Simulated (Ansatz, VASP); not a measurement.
KBr: VASP beside Ansatz

Contents of INCAR:

```
PREC = Accurate
ENCUT = 500
EDIFF = 1E-6
ISMEAR = 1
SIGMA = 0.05
LREAL = F
LASPH = T
NELM = 120
ALGO = Normal
ISIF = 2
LWAVE = F
LCHARG = F
GGA = LIBXC
LIBXC1 = GGA_X_B88
LIBXC2 = GGA_C_PBE
NBANDS = 15
GGA_COMPAT = F
```

Contents of KPOINTS:

```
Automatic mesh
0
Gamma
  7 7 7
```

POSCAR

```
KBr
1.0
    4.0702779195      0.0000000000      0.0000000000
    0.0000000000      4.0702779195      0.0000000000
    0.0000000000      0.0000000000      4.0702779195
Br K
1 1
Direct
    0.5000000000      0.5000000000      0.5000000000
    0.0000000000      0.0000000000      0.0000000000
```

Contents of input.yaml:

```yaml
crystal:
  lattice:
    - [4.0702779195, 0.0, 0.0]
    - [0.0, 4.0702779195, 0.0]
    - [0.0, 0.0, 4.0702779195]
  atoms:
    - { symbol: Br, position: [0.5, 0.5, 0.5] }
    - { symbol: K, position: [0.0, 0.0, 0.0] }
hamiltonian:
  xc: { exchange: b88, correlation: pbe }
  pseudopotentials: { kind: nc, accuracy: standard, xc_functional: lda }
kpoints:
  mp_grid: { grid: [7, 7, 7] }
scf:
  occupations: { method: cold, width: 0.05 }
output:
  forces: true
  stress: true
  eigenvalues: true
  write_density: true
  write_potential: true
  elf: true
  volumetric_format: npy
```

Alike in both runs: task single point; functional b88 exchange, pbe correlation; k mesh 7 × 7 × 7; no spin polarisation.

```csv
,VASP,Ansatz
version,VASP 6.6.1,Ansatz 0.2.0
potentials or method,"VASP PAW PBE potentials, release 64 (Br, K_sv)",PseudoDojo standard (LDA files)
plane-wave cutoff (eV),500,980
occupations,"methfessel-paxton of order 1, width 0.05 eV","cold, width 0.05 eV"
valence electrons in the cell,16,16
```

|  | VASP | Ansatz | Ansatz less VASP |
| --- | --- | --- | --- |
| gap on the k mesh at the Fermi level (eV) | 3.96 | 3.97 | +0.009 |
| least direct gap on the mesh (eV) | 4.19 | 4.20 | +0.006 |
| pressure (GPa) | 0.1 | -0.1 | -0.12 |

VASP's potentials were made for PBE, not for b88 exchange, pbe correlation.

Noted on Ansatz's run: the potentials were made for another functional, which shifts forces and pressure; odd divisions of the mesh miss points on the zone boundary, where band edges often lie, so the gap on the mesh can be too wide.
